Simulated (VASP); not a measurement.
# AlGaC4N4 in VASP: a series of runs

AlGaC4N4 is run at these levels: PBE; tasks: single point, relaxation of cell and atoms.

All numbers are computed with VASP 6.6.1; they aren't measurements. Logs are shortened: lines on timing, memory, paths and dates and some standing lists are left out, and cuts for length are marked.

## Step 1: The cell of the first run

The typed cell holds 10 atoms: a = 6.774 Å, b = 6.774 Å, c = 3.148 Å, α = 90.01°, β = 90.01°, γ = 105.86°.

## Step 2: Single point, PBE

INCAR reads:

```
SYSTEM = AlGaC4N4
ALGO = Normal ; EDIFF = 1E-6
ENCUT = 520 ; GGA = PE
ISIF = 2 ; ISMEAR = 0
LASPH = .True. ; LCHARG = .False.
LREAL = .False. ; LWAVE = .False.
NBANDS = 37 ; NELM = 80
PREC = Accurate ; SIGMA = 0.1
```

KPOINTS reads:

```
k-points
0
Gamma
  4 4 4
  0 0 0
```

POSCAR reads:

```
AlGaC4N4
1.0
    3.9870809761     -5.4049569656      0.8826739628
    3.9870809761      5.4049569656      0.8826739628
   -0.6816310474      0.0000000000      3.0729226131
Al Ga C N
1 1 4 4
Direct
    0.0000000000      0.0000000000      0.0000000000
    0.5000000000      0.5000000000      0.0000000000
    0.1929527151      0.8070472849      0.0000000000
    0.8070472849      0.1929527151      0.0000000000
    0.1833485626      0.1833485626      0.4999619658
    0.8166514374      0.8166514374      0.5000380342
    0.3006242259      0.6993757741      0.0000000000
    0.6993757741      0.3006242259      0.0000000000
    0.3323980439      0.3323980439      0.4999764756
    0.6676019561      0.6676019561      0.5000235244
```

Potentials or basis: VASP PAW PBE potentials, release 64 (Al, Ga_d, C, N).

Command:

```sh
$ cat potpaw_PBE.64/Al/POTCAR potpaw_PBE.64/Ga_d/POTCAR potpaw_PBE.64/C/POTCAR potpaw_PBE.64/N/POTCAR > POTCAR
$ mpirun -np 1 vasp_std > vasp.out
```

OUTCAR:

```text
SYSTEM = AlGaC4N4
   EDIFF = 1E-6
   ENCUT = 520
   GGA = PE
   ISIF = 2
   ISMEAR = 0
   LASPH = .True.
   LREAL = .False.
   NELM = 80
   PREC = Accurate

 ion  position               nearest neighbor table
   1  0.000  0.000  0.000-   3 2.09   4 2.09   5 2.17   6 2.17   6 2.17   5 2.17
   2  0.500  0.500  0.000-  10 2.09   9 2.09  10 2.09   9 2.09   8 2.16   7 2.16
   3  0.193  0.807  0.000-   7 1.16   1 2.09
   4  0.807  0.193  0.000-   8 1.16   1 2.09
   5  0.183  0.183  0.500-   9 1.22   1 2.17   1 2.17
   6  0.817  0.817  0.500-  10 1.22   1 2.17   1 2.17
   7  0.301  0.699  0.000-   3 1.16   2 2.16
   8  0.699  0.301  0.000-   4 1.16   2 2.16
   9  0.332  0.332  0.500-   5 1.22   2 2.09   2 2.09
  10  0.668  0.668  0.500-   6 1.22   2 2.09   2 2.09

  LATTYP: Found a base centered monoclinic cell.
 ALAT       =     8.1672340568
 B/A-ratio  =     1.3235709735
 C/A-ratio  =     0.3853953539
 COS(beta)  =    -0.0004146216

  Lattice vectors:

 A1 = (   3.9870809761,  -5.4049569656,   0.8826739628)
 A2 = (   3.9870809761,   5.4049569656,   0.8826739628)
 A3 = (  -0.6816310474,   0.0000000000,   3.0729226131)

Analysis of symmetry for initial positions (statically):
=====================================================================
 Subroutine PRICEL returns:
 Original cell was already a primitive cell.

 Routine SETGRP: Setting up the symmetry group for a
 base centered monoclinic supercell.

 Subroutine GETGRP returns: Found  4 space group operations
 (whereof  4 operations were pure point group operations)
 out of a pool of  4 trial point group operations.

The static configuration has the point symmetry C_2h.

Analysis of symmetry for dynamics (positions and initial velocities):
=====================================================================
 Subroutine PRICEL returns:
 Original cell was already a primitive cell.

 Routine SETGRP: Setting up the symmetry group for a
 base centered monoclinic supercell.

 Subroutine GETGRP returns: Found  4 space group operations
 (whereof  4 operations were pure point group operations)
 out of a pool of  4 trial point group operations.

The dynamic configuration has the point symmetry C_2h.

 Subroutine INISYM returns: Found  4 space group operations
 (whereof  4 operations are pure point group operations),
 and found     1 'primitive' translations

----------------------------------------------------------------------------------------

[... 116 lines left out ...]
   TEBEG  =    0.0;   TEEND  =   0.0 temperature during run
   PSTRESS=    0.0 pullay stress
   NELECT =      52.0000    total number of electrons
   NUPDOWN=      -1.0000    fix difference up-down
   EMIN   =  10.00;   EMAX   =-10.00  energy-range for DOS
   EFERMI =   0.00;   METHOD = LEGACY
   ISMEAR =     0;   SIGMA  =   0.10  broadening in eV -4-tet -1-fermi 0-gaus
   EFERMI_NEDOS =   21; number of points for ismear=-14 and -15
   IALGO  =     38    algorithm
   IMIX   =      4    mixing-type and parameters
     AMIX     =   0.40;   BMIX     =  1.00
     AMIX_MAG =   1.60;   BMIX_MAG =  1.00
  volume/ion in A,a.u.               =      13.89        93.77
  Fermi-wavevector in a.u.,A,eV,Ry     =   1.179758  2.229420 18.936993  1.391830
  Thomas-Fermi vector in A             =   2.316063
   LORBIT       =      0    0 simple, 1 ext, 2 COOP (PROOUT), +10 PAW based schemes
   GGA     = PE    functional components
   LHFCALC =     F    Hartree Fock is set to
   AEXX    =    0.0000 exact exchange contribution
   IVDW    =     0    specifies the selected vdW correction
   LEPSILON=     F    determine dielectric tensor
   LRPA    =     F    only Hartree local field effects (RPA)
 non-spin polarized calculation
 Gauss-broadening in eV      SIGMA  =   0.10
  energy-cutoff  :      520.00
  volume of cell :      138.95
 maximum number of plane-waves:      3774
   NGX = 25   NGY = 25   NGZ = 11

 number of electron      51.9999984 magnetization

 Free energy of the ion-electron system (eV)
  ---------------------------------------------------
  ext. energy  EPLUGINS =         0.00000000
  ---------------------------------------------------
  free energy    TOTEN  =       -73.93320263 eV

  energy without entropy =      -73.93311014  energy(sigma->0) =      -73.93315638

 E-fermi :   2.6214     XC(G=0):  -8.9243

 val. band max:        2.4263862951   @ k =   0.5000   0.5000   0.2500
 cond. band min:       2.8293930160   @ k =   0.5000  -0.0000   0.2500
 fundamental gap:      0.4030067209
 Fermi energy:         2.6214244069

 k-point     1 :       0.0000    0.0000    0.0000
  band No.  band energies     occupation
      1     -16.6820      2.00000
      2     -16.3168      2.00000
      3     -15.8867      2.00000
      4     -15.8801      2.00000
      5     -12.6839      2.00000
      6     -12.5746      2.00000
[... 949 lines left out ...]
     36      10.0840      0.00000
     37      10.1502      0.00000

------------------------ aborting loop because EDIFF is reached ----------------------------------------

  FORCE on cell =-STRESS in cart. coord.  units (eV):
  Direction    XX          YY          ZZ          XY          YZ          ZX
  --------------------------------------------------------------------------------------
  -------------------------------------------------------------------------------------
  Total        0.4718642      0.8999459     -0.0424086      0.0000000      0.0000000      0.1412192
  in kB        5.4410022     10.3771549     -0.4890083      0.0000000      0.0000000      1.6283794
  external PRESSURE =       5.1097163 kB  Pullay stress =       0.0000000 kB

 VOLUME and BASIS-vectors are now :
 -----------------------------------------------------------------------------
  energy-cutoff  :      520.00
  volume of cell :      138.95
      direct lattice vectors                 reciprocal lattice vectors
     3.987080976 -5.404956966  0.882673963     0.119535027 -0.092507675  0.026515079
     3.987080976  5.404956966  0.882673963     0.119535027  0.092507675  0.026515079
    -0.681631047  0.000000000  3.072922613    -0.068671079  0.000000000  0.310190584

 POSITION                                       TOTAL-FORCE (eV/Angst)
 -----------------------------------------------------------------------------------
      0.00000      0.00000      0.00000        -0.000000      0.000000      0.000000
      3.98708      0.00000      0.88267        -0.000000      0.000000      0.000000
      3.98708      3.31915      0.88267        -0.000000      0.431954      0.000000
      3.98708     -3.31915      0.88267        -0.000000     -0.431954      0.000000
      1.12126      0.00000      1.86002        -0.210005      0.000000     -0.046190
      6.17127      0.00000      2.97825         0.210005      0.000000      0.046190
      3.98708      2.15523      0.88267         0.000000     -0.416369      0.000000
      3.98708     -2.15523      0.88267        -0.000000      0.416369      0.000000
      2.30980      0.00000      2.12319         0.176064      0.000000      0.038826
      4.98273      0.00000      2.71508        -0.176064      0.000000     -0.038826
 -----------------------------------------------------------------------------------
    total drift:                               -0.000000     -0.000000     -0.000000

  FREE ENERGIE OF THE ION-ELECTRON SYSTEM (eV)
  ---------------------------------------------------
  free  energy   TOTEN  =       -73.9332026279 eV

  energy  without entropy=      -73.9331101420  energy(sigma->0) =      -73.93315638
```

stdout:

```text
POSCAR found type information on POSCAR AlGaC N
 POSCAR found :  4 types and      10 ions
 scaLAPACK will be used
 LDA part: xc-table for (Slater+PW92), standard interpolation
 POSCAR, INCAR and KPOINTS ok, starting setup
 FFT: planning ... GRIDC
 FFT: planning ... GRID_SOFT
 FFT: planning ... GRID
 WAVECAR not read
 entering main loop
```

Wall time 2.8 min (1 thread of Intel Xeon 8259CL, shared host); peak memory 0.3 GiB.

Results:

- Free energy: -73.9332 eV
- Pressure: 0.5 GPa
- Largest force: 0.432 eV/Å
- Band gap on the k mesh: zero (bands 26 and 27 overlap by 2.44 eV)

Forces in eV/Å, atoms in the order of the input:
```
Al   0.000  0.000  0.000
Ga   0.000  0.000  0.000
C    0.000  0.432  0.000
C    0.000 -0.432  0.000
C   -0.210  0.000 -0.046
C    0.210  0.000  0.046
N    0.000 -0.416  0.000
N    0.000  0.416  0.000
N    0.176  0.000  0.039
N   -0.176  0.000 -0.039
```

Stress tensor (GPa, compression positive):
```
 0.54  0.00  0.16
 0.00  1.04  0.00
 0.16  0.00 -0.05
```

Caveat: the k points lie up to 0.50 Å⁻¹ apart, too coarse for converged energies and pressures of a metal.

## Step 3: Single point, PBE

This run uses another cell than the first one, of 13.71 Å³/atom.

INCAR reads:

```
SYSTEM = AlGaC4N4
PREC = Accurate ; ENCUT = 520
EDIFF = 1E-7 ; ISMEAR = 0
SIGMA = 0.1 ; LREAL = .False.
LASPH = .True. ; NELM = 60
ALGO = Normal ; ISIF = 2
LWAVE = .False. ; LCHARG = .True.
GGA = PE ; LELF = .True.
LVHAR = .True. ; NBANDS = 37
```

KPOINTS reads:

```
regular mesh
0
Gamma
  4 4 6
  0 0 0
```

POSCAR reads:

```
AlGaC4N4
1.0
    4.1198375623     -5.3707782957      0.0000000000
    4.1198375623      5.3707782957      0.0000000000
    0.0000000000      0.0000000000      3.0991216761
Al Ga C N
1 1 4 4
Direct
    0.0000000000      0.0000000000      0.0000000000
    0.5000000000      0.5000000000      0.0000000000
    0.1953903253      0.8046096747      0.0000000000
    0.8046096747      0.1953903253      0.0000000000
    0.1833756711      0.1833756711      0.5000000000
    0.8166243289      0.8166243289      0.5000000000
    0.3037517194      0.6962482806      0.0000000000
    0.6962482806      0.3037517194      0.0000000000
    0.3314344876      0.3314344876      0.5000000000
    0.6685655124      0.6685655124      0.5000000000
```

Potentials or basis: VASP PAW PBE potentials, release 64 (Al, Ga_d, C, N).

Command:

```sh
$ cat potpaw_PBE.64/Al/POTCAR potpaw_PBE.64/Ga_d/POTCAR potpaw_PBE.64/C/POTCAR potpaw_PBE.64/N/POTCAR > POTCAR
$ mpirun -np 1 vasp_std > vasp.out
```

Run time: 3 min. Hardware: 1 thread of Intel Xeon 8259CL, shared host; peak memory 0.32 GiB.

Results (log left out):

```yaml
Free_energy: -73.9296 eV
Pressure: 0.5 GPa
Largest_force: 0.418 eV/Å
Band_gap_on_the_k_mesh: zero (bands 26 and 27 overlap by 2.64 eV)
```

Forces on the atoms (eV/Å):
```
Al   0.000  0.000  0.000
Ga   0.000  0.000  0.000
C    0.000  0.418  0.000
C    0.000 -0.418  0.000
C   -0.217  0.000  0.000
C    0.217  0.000  0.000
N    0.000 -0.418  0.000
N    0.000  0.418  0.000
N    0.175  0.000  0.000
N   -0.175  0.000  0.000
```

Stress tensor (GPa, compression positive):
```
 0.58  0.00  0.00
 0.00  1.05  0.00
 0.00  0.00 -0.16
```

Levels at points of the mesh, in eV from the Fermi level:
| k point | band 24 | band 25 | band 26 | band 27 | band 28 | band 29 |
| --- | --- | --- | --- | --- | --- | --- |
| (0.00, 0.00, 0.00) | -3.55 | -3.47 | 1.23 | 1.35 | 2.62 | 2.99 |
| (0.50, 0.00, 0.00) | -3.54 | -3.53 | 1.43 | 2.10 | 2.13 | 2.59 |
| (0.50, 0.50, 0.00) | -3.60 | -3.57 | 1.57 | 2.13 | 2.22 | 3.05 |
| (0.00, 0.00, 0.50) | -4.26 | -4.04 | -1.86 | -0.75 | 1.52 | 2.63 |
| (0.50, 0.00, 0.50) | -4.36 | -4.33 | -1.62 | -0.73 | 0.98 | 2.06 |
| (0.50, 0.50, 0.50) | -4.23 | -4.05 | -1.22 | -0.78 | 0.23 | 2.80 |

[end of part 1 of 2]
